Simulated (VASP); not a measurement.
Al2BP3:

```
Al B P
1.0
     3.01312    0.00000    0.00000
     0.00000    3.01312    0.00000
     0.00000    0.00000    8.78285
Al B P
2 1 3
Direct
  0.00000 0.00000 0.31763
  0.00000 0.00000 0.68237
  0.00000 0.00000 0.00000
  0.50000 0.50000 0.12824
  0.50000 0.50000 0.50000
  0.50000 0.50000 0.87176
```

| Quantity | Value |
| --- | --- |
| Program | VASP 6.6.1 |
| Task | relaxation of cell and atoms |
| Functional | PBE |
| Potentials or basis | VASP PAW PBE potentials, release 64 (Al, B, P) |
| Cutoff | 600 eV |
| k mesh | 12 × 12 × 4 |
| Occupations | gaussian, width 0.1 eV |
| Spin | no spin polarisation |

At the start: pressure -0.3 GPa; volume 13.29 Å³/atom.

**Question.** Where does the relaxation end?

**Answer.** Over 25 steps the energy falls by 4.1 meV/atom and the volume is 13.33 Å³/atom (+0.3 %); space group P4/mmm (No. 123, to 0.05 Å).

The path:
```
step  energy change (eV)  largest force (eV/Å)  pressure (GPa)  volume (Å³)
   1              0.0000                0.2757           -0.27        79.74
   2             -0.0056                0.0950            0.34        79.48
   3             -0.0061                0.0620            0.60        79.39
   4             -0.0080                0.0502            0.10        79.92
   5             -0.0082                0.0451           -0.11        80.15
   6             -0.0088                0.0359           -0.15        80.12
   7             -0.0116                0.0133           -0.25        80.06
   8             -0.0158                0.0447           -0.11        79.93
   9             -0.0184                0.1686            0.51        79.64
  10             -0.0180                0.0838            0.11        79.82
  11             -0.0194                0.1239            0.32        79.73
  12             -0.0195                0.1371            0.38        79.71
  13             -0.0196                0.1389            0.39        79.71
  14             -0.0197                0.1447            0.39        79.72
  15             -0.0200                0.1409            0.38        79.74
  16             -0.0206                0.1302            0.30        79.80
  17             -0.0217                0.1094            0.16        79.91
  18             -0.0231                0.0712           -0.11        80.12
  19             -0.0233                0.0276           -0.65        80.56
  20             -0.0236                0.0363           -0.43        80.38
  21             -0.0241                0.0261           -0.28        80.26
  22             -0.0244                0.0286            0.00        80.04
  23             -0.0245                0.0187            0.00        80.02
  24             -0.0245                0.0111            0.01        79.98
  25             -0.0245                0.0086            0.01        79.98
```

Final structure:
```xyz
6
Lattice="2.9694 0.0000 0.0000 0.0000 2.9694 0.0000 0.0000 0.0000 9.0706" Properties=species:S:1:pos:R:3 pbc="T T T"
Al    0.0000    0.0000    2.9405
Al    0.0000    0.0000    6.1302
B     0.0000    0.0000    0.0000
P     1.4847    1.4847    1.1334
P     1.4847    1.4847    4.5353
P     1.4847    1.4847    7.9372
```
